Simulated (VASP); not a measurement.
# W (Im-3m) in VASP: notebook

W is run at these levels: PBEsol, PBEsol+D3(BJ); tasks: single point.

Everything below comes from runs of VASP 6.6.1. Logs are shortened: lines on timing, memory, paths and dates and some standing lists are left out, and cuts for length are marked.

**1. The cell of the first run**

The structure is cubic, space group Im-3m (No. 229). The conventional cell has a = 3.154 Å, b = 3.154 Å, c = 3.154 Å, α = 90.00°, β = 90.00°, γ = 90.00°. Within 3.6 Å of W (site symmetry m-3m) lie 14 W at 2.73 to 3.15 Å.

**2. Single point, PBEsol**

Contents of INCAR:

```
PREC = Accurate
ENCUT = 520
EDIFF = 1E-6
ISMEAR = -1
SIGMA = 0.05
LREAL = F
LASPH = T
NELM = 60
ALGO = Fast
ISIF = 2
LWAVE = F
LCHARG = F
GGA = PS
NBANDS = 13
```

Contents of KPOINTS:

```
Automatic mesh
0
Gamma
  12 12 12
```

Contents of POSCAR:

```
W
1.0
   -1.5772476136      1.5772476136      1.5772476136
    1.5772476136     -1.5772476136      1.5772476136
    1.5772476136      1.5772476136     -1.5772476136
W
1
Direct
    0.0000000000      0.0000000000      0.0000000000
```

Potentials or basis: VASP PAW PBE potentials, release 64 (W_sv).

On the command line:

```bash
$ cat potpaw_PBE.64/W_sv/POTCAR > POTCAR
$ mpirun -np 1 vasp_std > vasp.out
```

OUTCAR:

```text
PREC = Accurate
   ENCUT = 520
   EDIFF = 1E-6
   ISMEAR = -1
   LREAL = F
   LASPH = T
   NELM = 60
   ISIF = 2
   GGA = PS

 ion  position               nearest neighbor table
   1  0.000  0.000  0.000-

  LATTYP: Found a body centered cubic cell.
 ALAT       =     3.1544952272

  Lattice vectors:

 A1 = (  -1.5772476136,   1.5772476136,   1.5772476136)
 A2 = (   1.5772476136,  -1.5772476136,   1.5772476136)
 A3 = (   1.5772476136,   1.5772476136,  -1.5772476136)

Analysis of symmetry for initial positions (statically):
=====================================================================
 Subroutine PRICEL returns:
 Original cell was already a primitive cell.

 Routine SETGRP: Setting up the symmetry group for a
 body centered cubic supercell.

 Subroutine GETGRP returns: Found 48 space group operations
 (whereof 48 operations were pure point group operations)
 out of a pool of 48 trial point group operations.

The static configuration has the point symmetry O_h .

Analysis of symmetry for dynamics (positions and initial velocities):
=====================================================================
 Subroutine PRICEL returns:
 Original cell was already a primitive cell.

 Routine SETGRP: Setting up the symmetry group for a
 body centered cubic supercell.

 Subroutine GETGRP returns: Found 48 space group operations
 (whereof 48 operations were pure point group operations)
 out of a pool of 48 trial point group operations.

The dynamic configuration has the point symmetry O_h .

 Subroutine INISYM returns: Found 48 space group operations
 (whereof 48 operations are pure point group operations),
 and found     1 'primitive' translations

----------------------------------------------------------------------------------------

                                     Primitive cell

  volume of cell :      15.6949

  direct lattice vectors                    reciprocal lattice vectors
    -1.577247614  1.577247614  1.577247614     0.000000000  0.317007929  0.317007929
     1.577247614 -1.577247614  1.577247614     0.317007929  0.000000000  0.317007929
     1.577247614  1.577247614 -1.577247614     0.317007929  0.317007929  0.000000000

  length of vectors
     2.731873003  2.731873003  2.731873003     0.448316913  0.448316913  0.448316913

  position of ions in fractional coordinates (direct lattice)
     0.000000000  0.000000000  0.000000000

  ion indices of the primitive-cell ions
   primitive index   ion index
                 1           1

----------------------------------------------------------------------------------------

 KPOINTS: Automatic mesh

Automatic generation of k-mesh.
 Grid dimensions read from file:
 generate k-points for:   12   12   12

 Generating k-lattice:

  Cartesian coordinates                     Fractional coordinates (reciprocal lattice)
     0.000000000  0.026417327  0.026417327     0.083333333  0.000000000  0.000000000
     0.026417327  0.000000000  0.026417327     0.000000000  0.083333333  0.000000000
     0.026417327  0.026417327  0.000000000     0.000000000  0.000000000  0.083333333

  Length of vectors
     0.037359743  0.037359743  0.037359743

  Shift w.r.t. Gamma in fractional coordinates (k-lattice)
     0.000000000  0.000000000  0.000000000

 Subroutine IBZKPT returns following result:
 ===========================================

 Found     72 irreducible k-points:

 Following reciprocal coordinates:
            Coordinates               Weight
  0.000000  0.000000  0.000000      1.000000
  0.083333  0.000000  0.000000     12.000000
  0.166667  0.000000  0.000000     12.000000
  0.250000  0.000000  0.000000     12.000000
  0.333333  0.000000  0.000000     12.000000
  0.416667  0.000000  0.000000     12.000000
[... 16 lines left out ...]
  0.333333  0.083333  0.083333     24.000000
  0.416667  0.083333  0.083333     12.000000
 [... further k-points ...]
   k-points           NKPTS =     72   k-points in BZ     NKDIM =     72   number of bands    NBANDS=     13
   number of dos      NEDOS =    301   number of ions     NIONS =      1
   total plane-waves  NPLWV =   8000
   dimension x,y,z NGX =    20 NGY =   20 NGZ =   20
   dimension x,y,z NGXF=    40 NGYF=   40 NGZF=   40
   ions per type =               1
   NGX,Y,Z   is equivalent  to a cutoff of  12.17, 12.17, 12.17 a.u.
   NGXF,Y,Z  is equivalent  to a cutoff of  24.34, 24.34, 24.34 a.u.
 SYSTEM =  unknown system
   PREC   = accura    normal or accurate (medium, high low for compatibility)
   ISTART =      0    job   : 0-new  1-cont  2-samecut
   ICHARG =      2    charge: 1-file 2-atom 10-const
   ISPIN  =      1    spin polarized calculation?
   LNONCOLLINEAR =      F non collinear calculations
   LSORBIT =      F    spin-orbit coupling
   LASPH  =      T    aspherical Exc in radial PAW
   ENCUT  =  520.0 eV  38.22 Ry    6.18 a.u.   5.08  5.08  5.08*2*pi/ulx,y,z
   NELM   =     60;   NELMIN=  2; NELMDL= -5     # of ELM steps
   EDIFF  = 0.1E-05   stopping-criterion for ELM
   LREAL  =      F    real-space projection
   EDIFFG = 0.1E-04   stopping-criterion for IOM
   NSW    =      0    number of steps for IOM
   IBRION =     -1    ionic relax: 0-MD 1-quasi-New 2-CG
   NFREE  =      0    steps in history (QN), initial steepest desc. (CG)
   ISIF   =      2    stress and relaxation
   ISYM   =      2    0-nonsym 1-usesym 2-fastsym
   POTIM  = 0.5000    time-step for ionic-motion
   TEBEG  =    0.0;   TEEND  =   0.0 temperature during run
   PSTRESS=    0.0 pullay stress
   NELECT =      14.0000    total number of electrons
   NUPDOWN=      -1.0000    fix difference up-down
   EMIN   =  10.00;   EMAX   =-10.00  energy-range for DOS
   EFERMI =   0.00;   METHOD = LEGACY
   ISMEAR =    -1;   SIGMA  =   0.05  broadening in eV -4-tet -1-fermi 0-gaus
   EFERMI_NEDOS =   21; number of points for ismear=-14 and -15
   IALGO  =     68    algorithm
   IMIX   =      4    mixing-type and parameters
     AMIX     =   0.40;   BMIX     =  1.00
     AMIX_MAG =   1.60;   BMIX_MAG =  1.00
  volume/ion in A,a.u.               =      15.69       105.91
  Fermi-wavevector in a.u.,A,eV,Ry     =   1.575908  2.978035 33.789895  2.483487
  Thomas-Fermi vector in A             =   2.676821
   LORBIT       =      0    0 simple, 1 ext, 2 COOP (PROOUT), +10 PAW based schemes
   GGA     = PS    functional components
   LHFCALC =     F    Hartree Fock is set to
   AEXX    =    0.0000 exact exchange contribution
   IVDW    =     0    specifies the selected vdW correction
   LEPSILON=     F    determine dielectric tensor
   LRPA    =     F    only Hartree local field effects (RPA)
 non-spin polarized calculation
 RMM-DIIS sequential band-by-band and
  energy-cutoff  :      520.00
  volume of cell :       15.69
 maximum number of plane-waves:       434
   NGX = 11   NGY = 11   NGZ = 11

 number of electron      14.0000005 magnetization

 Free energy of the ion-electron system (eV)
  ---------------------------------------------------
  ext. energy  EPLUGINS =         0.00000000
  ---------------------------------------------------
  free energy    TOTEN  =       -13.80675328 eV

  energy without entropy =      -13.80169106  energy(sigma->0) =      -13.80422217

 E-fermi :  11.3407     XC(G=0): -13.8174

 val. band max:       11.3165849211   @ k =   0.4167   0.0833   0.0000
 cond. band min:      11.3422340457   @ k =  -0.1667   0.1667   0.0833
 fundamental gap:      0.0256491246
 Fermi energy:        11.3406786164

 k-point     1 :       0.0000    0.0000    0.0000
  band No.  band energies     occupation
      1     -62.7148      2.00000
      2     -26.2574      2.00000
      3     -26.2574      2.00000
      4     -26.2574      2.00000
      5       1.7109      2.00000
      6      10.1681      2.00000
      7      10.1681      2.00000
      8      10.1681      2.00000
      9      13.6776      0.00000
     10      13.6776      0.00000
     11      25.9832      0.00000
     12      25.9832      0.00000
     13      25.9832      0.00000

 k-point     2 :       0.0833    0.0000    0.0000
  band No.  band energies     occupation
      1     -62.7054      2.00000
      2     -26.3543      2.00000
      3     -26.2875      2.00000
      4     -26.2579      2.00000
      5       2.0492      2.00000
      6       9.9639      2.00000
      7      10.1149      2.00000
      8      10.4971      2.00000
      9      13.3705      0.00000
     10      13.6810      0.00000
     11      26.2652      0.00000
     12      26.5583      0.00000
     13      26.7973      0.00000

 k-point     3 :       0.1667    0.0000    0.0000
  band No.  band energies     occupation
      1     -62.6798      2.00000
      2     -26.6131      2.00000
      3     -26.3691      2.00000
      4     -26.2593      2.00000
      5       2.9723      2.00000
      6       9.4511      2.00000
      7       9.8554      2.00000
      8      11.4592      0.17104
      9      12.9709      0.00000
     10      13.7249      0.00000
     11      26.7456      0.00000
     12      28.1751      0.00000
     13      28.3878      0.00000
[... 305 lines left out ...]
 k-point    23 :       0.3333    0.0833    0.0833
  band No.  band energies     occupation
      1     -62.5799      2.00000
      2     -27.4497      2.00000
      3     -26.7102      2.00000
      4     -26.3529      2.00000
      5       5.7795      2.00000
      6       7.8588      2.00000
      7      10.3554      2.00000
      8      13.8132      0.00000
      9      14.4963      0.00000
     10      18.1300      0.00000
     11      22.6155      0.00000
     12      24.1622      0.00000
     13      28.1444      0.00000

 k-point    24 :       0.4167    0.0833    0.0833
  band No.  band energies     occupation
      1     -62.5714      2.00000
      2     -27.5065      2.00000
      3     -26.7533      2.00000
      4     -26.3554      2.00000
      5       5.7405      2.00000
      6       7.7593      2.00000
      7      11.1795      1.92339
      8      13.8336      0.00000
      9      14.6133      0.00000
     10      18.9643      0.00000
     11      21.4653      0.00000
     12      23.6849      0.00000
     13      27.6183      0.00000

 [... further k-points ...]
[... 5 lines left out ...]
  --------------------------------------------------------------------------------------
  -------------------------------------------------------------------------------------
  Total        0.0604987      0.0604987      0.0604987      0.0000000      0.0000000     -0.0000000
  in kB        6.1758517      6.1758517      6.1758517      0.0000000      0.0000000     -0.0000000
  external PRESSURE =       6.1758517 kB  Pullay stress =       0.0000000 kB

 VOLUME and BASIS-vectors are now :
 -----------------------------------------------------------------------------
  energy-cutoff  :      520.00
  volume of cell :       15.69
      direct lattice vectors                 reciprocal lattice vectors
    -1.577247614  1.577247614  1.577247614     0.000000000  0.317007929  0.317007929
     1.577247614 -1.577247614  1.577247614     0.317007929  0.000000000  0.317007929
     1.577247614  1.577247614 -1.577247614     0.317007929  0.317007929  0.000000000

 POSITION                                       TOTAL-FORCE (eV/Angst)
 -----------------------------------------------------------------------------------
      0.00000      0.00000      0.00000        -0.000000      0.000000      0.000000
 -----------------------------------------------------------------------------------
    total drift:                                0.000000     -0.000000      0.000000

  FREE ENERGIE OF THE ION-ELECTRON SYSTEM (eV)
  ---------------------------------------------------
  free  energy   TOTEN  =       -13.8067532811 eV

  energy  without entropy=      -13.8016910591  energy(sigma->0) =      -13.80422217
```

Run time: 7.9 s. Hardware: 1 thread of Intel Xeon Platinum 8375C at 2.90GHz (Ice Lake), shared host; peak memory 0.13 GiB.

Results:

| Item | Value |
| --- | --- |
| Free energy | -13.8068 eV |
| Pressure | 0.6 GPa |
| Band gap on the k mesh | zero (band 7 reaches 16.67 eV, above the bottom of band 8 at 10.17 eV) |

Levels at points of the mesh, in eV from the Fermi level:
| k point | band 3 | band 4 | band 5 | band 6 | band 7 | band 8 | band 9 | band 10 | band 11 | band 12 |
| --- | --- | --- | --- | --- | --- | --- | --- | --- | --- | --- |
| (0.00, 0.00, 0.00) | -37.60 | -37.60 | -9.63 | -1.17 | -1.17 | -1.17 | 2.34 | 2.34 | 14.64 | 14.64 |
| (0.50, 0.00, 0.00) | -38.03 | -37.61 | -6.28 | -3.54 | 0.81 | 2.24 | 3.23 | 6.34 | 11.31 | 11.60 |
| (0.50, 0.50, 0.50) | -38.53 | -38.53 | -5.85 | -5.85 | 5.33 | 5.33 | 5.33 | 8.41 | 8.41 | 8.41 |

Caveat: the PAW data sets were made with another functional, which shifts forces and pressure a little; spin-orbit coupling is left out, which moves the levels of the heavy elements.

**3. Single point, PBEsol+D3(BJ)**

This run uses another cell than the first one, of 15.85 Å³/atom, 1.010 times its volume.

Contents of INCAR:

```
SYSTEM = W
PREC = Accurate ; ENCUT = 520
EDIFF = 1E-6 ; ISMEAR = -1
SIGMA = 0.05 ; LREAL = .False.
LASPH = .True. ; NELM = 80
ALGO = Fast ; ISIF = 2
LWAVE = .False. ; LCHARG = .False.
GGA = PS ; IVDW = 12
NBANDS = 13
```

Contents of KPOINTS:

```
Automatic mesh
0
Gamma
  12 12 12
  0 0 0
```

Contents of POSCAR:

```
W
1.0
   -1.5823450000      1.5823450000      1.5823450000
    1.5823450000     -1.5823450000      1.5823450000
    1.5823450000      1.5823450000     -1.5823450000
W
1
Direct
    0.0000000000      0.0000000000      0.0000000000
```

Potentials or basis: VASP PAW PBE potentials, release 64 (W_sv).

On the command line:

```bash
$ cat potpaw_PBE.64/W_sv/POTCAR > POTCAR
$ mpirun -np 1 vasp_std > vasp.out
```

OUTCAR:

```text
SYSTEM = W
   PREC = Accurate
   ENCUT = 520
   EDIFF = 1E-6
   ISMEAR = -1
   LREAL = .False.
   LASPH = .True.
   NELM = 80
   ISIF = 2
   GGA = PS
   IVDW = 12
 IVDW          = 12

 ion  position               nearest neighbor table
   1  0.000  0.000  0.000-

  LATTYP: Found a body centered cubic cell.
 ALAT       =     3.1646900000

  Lattice vectors:

 A1 = (  -1.5823450000,   1.5823450000,   1.5823450000)
 A2 = (   1.5823450000,  -1.5823450000,   1.5823450000)
 A3 = (   1.5823450000,   1.5823450000,  -1.5823450000)

Analysis of symmetry for initial positions (statically):
=====================================================================
 Subroutine PRICEL returns:
 Original cell was already a primitive cell.

 Routine SETGRP: Setting up the symmetry group for a
 body centered cubic supercell.

 Subroutine GETGRP returns: Found 48 space group operations
 (whereof 48 operations were pure point group operations)
 out of a pool of 48 trial point group operations.

The static configuration has the point symmetry O_h .

Analysis of symmetry for dynamics (positions and initial velocities):
=====================================================================
 Subroutine PRICEL returns:
 Original cell was already a primitive cell.

 Routine SETGRP: Setting up the symmetry group for a
 body centered cubic supercell.

 Subroutine GETGRP returns: Found 48 space group operations
 (whereof 48 operations were pure point group operations)
 out of a pool of 48 trial point group operations.

The dynamic configuration has the point symmetry O_h .

 Subroutine INISYM returns: Found 48 space group operations
 (whereof 48 operations are pure point group operations),
 and found     1 'primitive' translations

----------------------------------------------------------------------------------------

                                     Primitive cell
[... 114 lines left out ...]
   GGA     = PS    functional components
   LHFCALC =     F    Hartree Fock is set to
   AEXX    =    0.0000 exact exchange contribution
   IVDW    =    12    specifies the selected vdW correction
   LEPSILON=     F    determine dielectric tensor
   LRPA    =     F    only Hartree local field effects (RPA)
 non-spin polarized calculation
 RMM-DIIS sequential band-by-band and
  energy-cutoff  :      520.00
  volume of cell :       15.85
 maximum number of plane-waves:       438
   NGX = 11   NGY = 11   NGZ = 11

 number of electron      14.0000004 magnetization

 Free energy of the ion-electron system (eV)
  ---------------------------------------------------
  ext. energy  EPLUGINS =         0.00000000
  ---------------------------------------------------
  free energy    TOTEN  =       -13.80602019 eV

  energy without entropy =      -13.80109227  energy(sigma->0) =      -13.80355623

 E-fermi :  11.1916     XC(G=0): -13.7628

 val. band max:       11.1550479751   @ k =   0.4167   0.0833   0.0000
 cond. band min:      11.2025620520   @ k =  -0.1667   0.1667   0.0833
 fundamental gap:      0.0475140769
 Fermi energy:        11.1916095724

 k-point     1 :       0.0000    0.0000    0.0000
  band No.  band energies     occupation
      1     -62.8705      2.00000
      2     -26.4275      2.00000
      3     -26.4275      2.00000
      4     -26.4275      2.00000
      5       1.6244      2.00000
      6      10.0430      2.00000
      7      10.0430      2.00000
      8      10.0431      2.00000
      9      13.5131      0.00000
     10      13.5131      0.00000
     11      25.8214      0.00000
     12      25.8214      0.00000
     13      25.8214      0.00000
[... 354 lines left out ...]
  band No.  band energies     occupation
      1     -62.7333      2.00000
      2     -27.6371      2.00000
      3     -26.9081      2.00000
      4     -26.5219      2.00000
      5       5.6547      2.00000
      6       7.6635      2.00000
      7      11.0175      1.94041
      8      13.6598      0.00000
      9      14.4294      0.00000
     10      18.7250      0.00000
     11      21.1879      0.00000
     12      23.5041      0.00000
     13      27.3244      0.00000

 [... further k-points ...]

------------------------ aborting loop because EDIFF is reached ----------------------------------------

 Edisp (eV)   -0.74378

 E8    (eV) :    -0.5453

  FORCE on cell =-STRESS in cart. coord.  units (eV):
  Direction    XX          YY          ZZ          XY          YZ          ZX
  --------------------------------------------------------------------------------------
  -------------------------------------------------------------------------------------
  Total      -0.98769    -0.98769    -0.98769     0.00000     0.00000     0.00000
  in kB     -99.85480   -99.85480   -99.85480     0.00000     0.00000     0.00000
  external pressure =      -99.85 kB  Pullay stress =        0.00 kB

 VOLUME and BASIS-vectors are now :
 -----------------------------------------------------------------------------
  energy-cutoff  :      520.00
  volume of cell :       15.85
      direct lattice vectors                 reciprocal lattice vectors
    -1.582345000  1.582345000  1.582345000     0.000000000  0.315986716  0.315986716
     1.582345000 -1.582345000  1.582345000     0.315986716  0.000000000  0.315986716
     1.582345000  1.582345000 -1.582345000     0.315986716  0.315986716  0.000000000

 POSITION                                       TOTAL-FORCE (eV/Angst)
 -----------------------------------------------------------------------------------
      0.00000      0.00000      0.00000        -0.000000      0.000000      0.000000
 -----------------------------------------------------------------------------------
    total drift:                                0.000000     -0.000000      0.000000

  FREE ENERGIE OF THE ION-ELECTRON SYSTEM (eV)
  ---------------------------------------------------
  free  energy   TOTEN  =       -14.5498017449 eV

  energy  without entropy=      -14.5448738200  energy(sigma->0) =      -14.54733778
```

Run time: 7.9 s. Hardware: 1 thread of Intel Xeon Platinum 8375C at 2.90GHz (Ice Lake), shared host; peak memory 0.14 GiB.

Results:

```
Free energy                : -14.5498 eV
Pressure                   : -10.0 GPa
Band gap on the k mesh     : zero (band 7 reaches 16.46 eV, above the bottom of band 8 at 10.04 eV)
Dispersion energy per atom : -0.744 eV
```

Caveat: three body term missing; the PAW data sets were made with another functional, which shifts forces and pressure a little; spin-orbit coupling is left out, which moves the levels of the heavy elements; pairwise dispersion overbinds metals, which lowers pressure and volume.
